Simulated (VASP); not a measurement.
# FeRu (P-6m2) in VASP: density of states with LDA

Aim: the density of states of FeRu with LDA.

Program: VASP 6.6.1. These are calculated values, not measurements. Logs are shortened: lines on timing, memory, paths and dates and some standing lists are left out, and cuts for length are marked.

## 1. The cell of the first run

The structure is hexagonal, space group P-6m2 (No. 187). The conventional cell has a = 2.643 Å, b = 2.643 Å, c = 4.070 Å, α = 90.00°, β = 90.00°, γ = 120.00°. Fe (site symmetry -6m2) has 6 Ru at 2.54 Å and 6 Fe at 2.64 Å within 3.4 Å. Ru (site symmetry -6m2) has 6 Fe at 2.54 Å and 6 Ru at 2.64 Å within 3.4 Å.

## 2. Density of states, LDA, collinear spin, ferromagnetic start

File POSCAR:

```
FeRu
1.0
    2.6428014205      0.0000000000      0.0000000000
   -1.3214007102      2.2887331673      0.0000000000
    0.0000000000      0.0000000000      4.0702270000
Fe Ru
1 1
Direct
    0.0000000000      0.0000000000      0.5000000000
    0.6666666667      0.3333333333      0.0000000000
```

File INCAR.step1:

```
PREC = Accurate ; ENCUT = 520
EDIFF = 1E-7 ; ISMEAR = -1
SIGMA = 0.05 ; LREAL = False
LASPH = True ; NELM = 150
ALGO = Normal ; ISIF = 2
LWAVE = False ; LCHARG = True
ISPIN = 2 ; MAGMOM = 3 1.5
LMAXMIX = 4 ; NBANDS = 22
```

File KPOINTS.step1:

```
regular mesh
0
Gamma
  12 12 7
```

File INCAR.step2:

```
PREC = Accurate ; ENCUT = 520
EDIFF = 1E-7 ; ISMEAR = -5
SIGMA = 0.05 ; LREAL = False
LASPH = True ; NELM = 150
ALGO = Normal ; ISIF = 2
LWAVE = False ; LCHARG = False
ISPIN = 2 ; MAGMOM = 3 1.5
LORBIT = 11 ; LMAXMIX = 4
NEDOS = 2001 ; ICHARG = 11
```

File KPOINTS.step2:

```
regular mesh
0
Gamma
  18 18 11
```

Potentials or basis: VASP PAW LDA potentials, release 64 (Fe, Ru_pv).

On the command line:

```bash
$ cat potpaw_LDA.64/Fe/POTCAR potpaw_LDA.64/Ru_pv/POTCAR > POTCAR
$ cp INCAR.step1 INCAR
$ cp KPOINTS.step1 KPOINTS
$ mpirun -np 1 vasp_std > vasp.out
$ cp INCAR.step2 INCAR
$ cp KPOINTS.step2 KPOINTS
$ mpirun -np 1 vasp_std > vasp.out
```

OUTCAR:

```text
PREC = Accurate
   ENCUT = 520
   EDIFF = 1E-7
   ISMEAR = -5
   LREAL = False
   LASPH = True
   NELM = 150
   ISIF = 2
   ISPIN = 2
   LORBIT = 11
   ICHARG = 11

 ion  position               nearest neighbor table
   1  0.000  0.000  0.500-   2 2.54   2 2.54   2 2.54   2 2.54   2 2.54   2 2.54
   2  0.667  0.333  0.000-   1 2.54   1 2.54   1 2.54   1 2.54   1 2.54   1 2.54

  LATTYP: Found a hexagonal cell.
 ALAT       =     2.6428014205
 C/A-ratio  =     1.5401183640

  Lattice vectors:

 A1 = (   2.6428014205,   0.0000000000,   0.0000000000)
 A2 = (  -1.3214007102,   2.2887331673,   0.0000000000)
 A3 = (   0.0000000000,   0.0000000000,   4.0702270000)

Analysis of symmetry for initial positions (statically):
=====================================================================
 Subroutine PRICEL returns:
 Original cell was already a primitive cell.

 Routine SETGRP: Setting up the symmetry group for a
 hexagonal supercell.

 Subroutine GETGRP returns: Found 12 space group operations
 (whereof 12 operations were pure point group operations)
 out of a pool of 24 trial point group operations.

The static configuration has the point symmetry D_3h.

Analysis of symmetry for dynamics (positions and initial velocities):
=====================================================================
 Subroutine PRICEL returns:
 Original cell was already a primitive cell.

 Routine SETGRP: Setting up the symmetry group for a
 hexagonal supercell.

 Subroutine GETGRP returns: Found 12 space group operations
 (whereof 12 operations were pure point group operations)
 out of a pool of 24 trial point group operations.

The dynamic configuration has the point symmetry D_3h.

Analysis of structural, dynamic, and magnetic symmetry:
=====================================================================
 Subroutine PRICEL returns:
 Original cell was already a primitive cell.

 Routine SETGRP: Setting up the symmetry group for a
 hexagonal supercell.

 Subroutine GETGRP returns: Found 12 space group operations
 (whereof 12 operations were pure point group operations)
 out of a pool of 24 trial point group operations.

The overall configuration has the point symmetry D_3h.

 Subroutine INISYM returns: Found 12 space group operations
 (whereof 12 operations are pure point group operations),
 and found     1 'primitive' translations

----------------------------------------------------------------------------------------

                                     Primitive cell

  volume of cell :      24.6194

  direct lattice vectors                    reciprocal lattice vectors
     2.642801421  0.000000000  0.000000000     0.378386356  0.218461465  0.000000000
    -1.321400710  2.288733167  0.000000000     0.000000000  0.436922929  0.000000000
     0.000000000  0.000000000  4.070227000     0.000000000  0.000000000  0.245686543

  length of vectors
     2.642801421  2.642801420  4.070227000     0.436922929  0.436922929  0.245686543

  position of ions in fractional coordinates (direct lattice)
     0.000000000  0.000000000  0.500000000
     0.666666667  0.333333333  0.000000000

  ion indices of the primitive-cell ions
   primitive index   ion index
                 1           1
                 2           2

----------------------------------------------------------------------------------------

 KPOINTS: regular mesh

Automatic generation of k-mesh.
 Grid dimensions read from file:
 generate k-points for:   18   18   11

 Generating k-lattice:

  Cartesian coordinates                     Fractional coordinates (reciprocal lattice)
     0.021021464  0.012136748  0.000000000     0.055555556  0.000000000  0.000000000
     0.000000000  0.024273496  0.000000000     0.000000000  0.055555556  0.000000000
     0.000000000  0.000000000  0.022335140     0.000000000  0.000000000  0.090909091

  Length of vectors
     0.024273496  0.024273496  0.022335140

  Shift w.r.t. Gamma in fractional coordinates (k-lattice)
     0.000000000  0.000000000  0.000000000

 TETIRR: Found   3464 inequivalent tetrahedra from    21384

 Subroutine IBZKPT returns following result:
 ===========================================

 Found    222 irreducible k-points:

 Following reciprocal coordinates:
            Coordinates               Weight
  0.000000  0.000000  0.000000      1.000000
  0.055556  0.000000  0.000000      6.000000
  0.111111  0.000000  0.000000      6.000000
  0.166667 -0.000000  0.000000      6.000000
  0.222222  0.000000  0.000000      6.000000
  0.277778 -0.000000  0.000000      6.000000
[... 16 lines left out ...]
  0.333333  0.111111  0.000000     12.000000
  0.388889  0.111111  0.000000     12.000000
 [... further k-points ...]
   k-points           NKPTS =    222   k-points in BZ     NKDIM =    222   number of bands    NBANDS=     17
   number of dos      NEDOS =   2001   number of ions     NIONS =      2
   total plane-waves  NPLWV =  12000
   dimension x,y,z NGX =    20 NGY =   20 NGZ =   30
   dimension x,y,z NGXF=    40 NGYF=   40 NGZF=   60
   ions per type =               1   1
   NGX,Y,Z   is equivalent  to a cutoff of  12.58, 12.58, 12.25 a.u.
   NGXF,Y,Z  is equivalent  to a cutoff of  25.16, 25.16, 24.51 a.u.
 SYSTEM =  unknown system
   PREC   = accura    normal or accurate (medium, high low for compatibility)
   ISTART =      0    job   : 0-new  1-cont  2-samecut
   ICHARG =     11    charge: 1-file 2-atom 10-const
   ISPIN  =      2    spin polarized calculation?
   LNONCOLLINEAR =      F non collinear calculations
   LSORBIT =      F    spin-orbit coupling
   LASPH  =      T    aspherical Exc in radial PAW
   ENCUT  =  520.0 eV  38.22 Ry    6.18 a.u.   4.91  4.91  7.57*2*pi/ulx,y,z
   NELM   =    150;   NELMIN=  2; NELMDL=  0     # of ELM steps
   EDIFF  = 0.1E-06   stopping-criterion for ELM
   LREAL  =      F    real-space projection
   EDIFFG = 0.1E-05   stopping-criterion for IOM
   NSW    =      0    number of steps for IOM
   IBRION =     -1    ionic relax: 0-MD 1-quasi-New 2-CG
   NFREE  =      0    steps in history (QN), initial steepest desc. (CG)
   ISIF   =      2    stress and relaxation
   ISYM   =      2    0-nonsym 1-usesym 2-fastsym
   POTIM  = 0.5000    time-step for ionic-motion
   TEBEG  =    0.0;   TEEND  =   0.0 temperature during run
   PSTRESS=    0.0 pullay stress
   NELECT =      22.0000    total number of electrons
   NUPDOWN=      -1.0000    fix difference up-down
   EMIN   =  10.00;   EMAX   =-10.00  energy-range for DOS
   EFERMI =   0.00;   METHOD = LEGACY
   ISMEAR =    -5;   SIGMA  =   0.05  broadening in eV -4-tet -1-fermi 0-gaus
   EFERMI_NEDOS =   21; number of points for ismear=-14 and -15
   IALGO  =     38    algorithm
   IMIX   =      4    mixing-type and parameters
     AMIX     =   0.40;   BMIX     =  1.00
     AMIX_MAG =   1.60;   BMIX_MAG =  1.00
  volume/ion in A,a.u.               =      12.31        83.07
  Fermi-wavevector in a.u.,A,eV,Ry     =   1.576847  2.979809 33.830167  2.486447
  Thomas-Fermi vector in A             =   2.677619
   LORBIT       =     11    0 simple, 1 ext, 2 COOP (PROOUT), +10 PAW based schemes
   GGA     = CA    functional components
   LHFCALC =     F    Hartree Fock is set to
   AEXX    =    0.0000 exact exchange contribution
   IVDW    =     0    specifies the selected vdW correction
   LEPSILON=     F    determine dielectric tensor
   LRPA    =     F    only Hartree local field effects (RPA)
 spin polarized calculation
 Fermi weights with tetrahedron method with Bloechl corrections
  energy-cutoff  :      520.00
  volume of cell :       24.62
 maximum number of plane-waves:       691
 NGX is ok and might be reduce to    20

 number of electron      21.9999995 magnetization       0.0000373

 Free energy of the ion-electron system (eV)
  ---------------------------------------------------
  ext. energy  EPLUGINS =         0.00000000
  ---------------------------------------------------
  free energy    TOTEN  =       -19.80894044 eV

  energy without entropy =      -19.80894044  energy(sigma->0) =      -19.80894044

 E-fermi :   9.6382     XC(G=0): -14.0244

 val. band max:        9.7828659421   @ k =   0.0000   0.0000   0.1818
 cond. band min:       9.5998512334   @ k =   0.2778  -0.0000   0.0909
 fundamental gap:     -0.1830147087
 Fermi energy:         9.6381865369

 spin component 1

 k-point     1 :       0.0000    0.0000    0.0000
  band No.  band energies     occupation
      1     -33.2196      1.00000
      2     -32.7180      1.00000
      3     -32.7180      1.00000
      4       1.4445      1.00000
      5       3.9765      1.00000
      6       7.2393      1.00000
[... 9 lines left out ...]
     16      19.3514      0.00000
     17      19.5920      0.00000
[... 441 lines left out ...]
 k-point    24 :       0.3889    0.1111    0.0000
  band No.  band energies     occupation
      1     -33.5980      1.00000
      2     -33.0869      1.00000
      3     -33.0033      1.00000
      4       4.1282      1.00000
      5       4.8685      1.00000
      6       5.4726      1.00000
[... 9 lines left out ...]
     16      19.5819      0.00000
     17      20.6570      0.00000

 [... further k-points ...]

 spin component 2

 k-point     1 :       0.0000    0.0000    0.0000
  band No.  band energies     occupation
      1     -33.2196      1.00000
      2     -32.7180      1.00000
      3     -32.7180      1.00000
      4       1.4445      1.00000
      5       3.9765      1.00000
      6       7.2393      1.00000
[... 9 lines left out ...]
     16      19.3514      0.00000
     17      19.5921      0.00000
[... 441 lines left out ...]
 k-point    24 :       0.3889    0.1111    0.0000
  band No.  band energies     occupation
      1     -33.5980      1.00000
      2     -33.0869      1.00000
      3     -33.0033      1.00000
      4       4.1282      1.00000
      5       4.8685      1.00000
      6       5.4726      1.00000
[... 9 lines left out ...]
     16      19.5819      0.00000
     17      20.7230      0.00000

 [... further k-points ...]
[... 5 lines left out ...]
  --------------------------------------------------------------------------------------
  -------------------------------------------------------------------------------------
  Total       -3.1869964     -3.1869964     -3.3544830     -0.0000000      0.0000000      0.0000000
  in kB     -207.4024253   -207.4024253   -218.3020694     -0.0000000      0.0000000      0.0000000
  external PRESSURE =    -211.0356400 kB  Pullay stress =       0.0000000 kB

 VOLUME and BASIS-vectors are now :
 -----------------------------------------------------------------------------
  energy-cutoff  :      520.00
  volume of cell :       24.62
      direct lattice vectors                 reciprocal lattice vectors
     2.642801421  0.000000000  0.000000000     0.378386356  0.218461465  0.000000000
    -1.321400710  2.288733167  0.000000000     0.000000000  0.436922929  0.000000000
     0.000000000  0.000000000  4.070227000     0.000000000  0.000000000  0.245686543

 POSITION                                       TOTAL-FORCE (eV/Angst)
 -----------------------------------------------------------------------------------
      0.00000      0.00000      2.03511         0.000000      0.000000      0.000000
      1.32140      0.76291      0.00000        -0.000000     -0.000000      0.000000
 -----------------------------------------------------------------------------------
    total drift:                               -0.002044      0.001180     -0.000000

  FREE ENERGIE OF THE ION-ELECTRON SYSTEM (eV)
  ---------------------------------------------------
  free  energy   TOTEN  =       -19.8089404404 eV

  energy  without entropy=      -19.8089404404  energy(sigma->0) =      -19.80894044

 total charge

# of ion       s       p       d       tot
------------------------------------------
    1        0.477   0.541   6.290   7.308
    2        0.428   6.328   5.967  12.722
--------------------------------------------------
tot          0.905   6.869  12.256  20.030

 magnetization (x)

# of ion       s       p       d       tot
------------------------------------------
    1       -0.000  -0.000   0.000   0.000
    2       -0.000  -0.000  -0.000  -0.000
--------------------------------------------------
tot         -0.000  -0.000   0.000   0.000
```

Wall time 2.1 min (1 thread of Intel Xeon Platinum 8488C (Sapphire Rapids), shared host); peak memory 0.27 GiB.

What came out:

| Quantity | Value |
| --- | --- |
| Net moment | 0.00 μB per cell |
| Valence electrons inside the program's atomic spheres | Fe 7.31; Ru 12.72 |

Caveat: the starting moments collapsed, and a magnetic state may lie lower; tetrahedron occupations give inexact forces and stress in metals.
